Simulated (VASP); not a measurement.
Input of a VASP 6.6.1 run:

INCAR

```
  PREC = Accurate
  ENCUT = 600
  EDIFF = 1E-7
  ISMEAR = 0
  SIGMA = 0.01
  LREAL = False
  LASPH = True
  NELM = 100
  ALGO = Normal
  ISIF = 3
  LWAVE = False
  LCHARG = False
  GGA = PS
  IBRION = 2
  NSW = 100
  EDIFFG = -0.002
  PSTRESS = 20.0
```

KPOINTS

```
Automatic mesh
0
Gamma
  12 12 12
```

POSCAR

```
C
1.0
    1.7769037248      1.7769037248      0.0000000000
   -1.7769037248      1.7769037248      0.0000000000
    0.0000000000      1.7769037248      1.7769037248
C
2
Direct
    0.5000000000      0.5000000000      0.0000000000
    0.7500000000      0.2500000000      0.5000000000
```

Potentials or basis: VASP PAW PBE potentials, release 64 (C).

Launch:

```sh
$ cat potpaw_PBE.64/C/POTCAR > POTCAR
$ mpirun -np 1 vasp_std > vasp.out
```

(1) Estimate the space group after relaxing (to 0.05 Å).

(2) Predict the relaxed cell.

(3) What does it give for the relaxed volume?

## Answers

(1) Fd-3m (No. 227).

(2) a = 2.510 Å, b = 2.510 Å, c = 2.510 Å, α = 60.00°, β = 60.00°, γ = 90.00°.

(3) 5.59 Å³/atom.

Caveat: the cell is relaxed towards a set pressure, so the enthalpy falls and the energy may rise; the PAW data sets were made with another functional, which shifts forces and pressure a little.
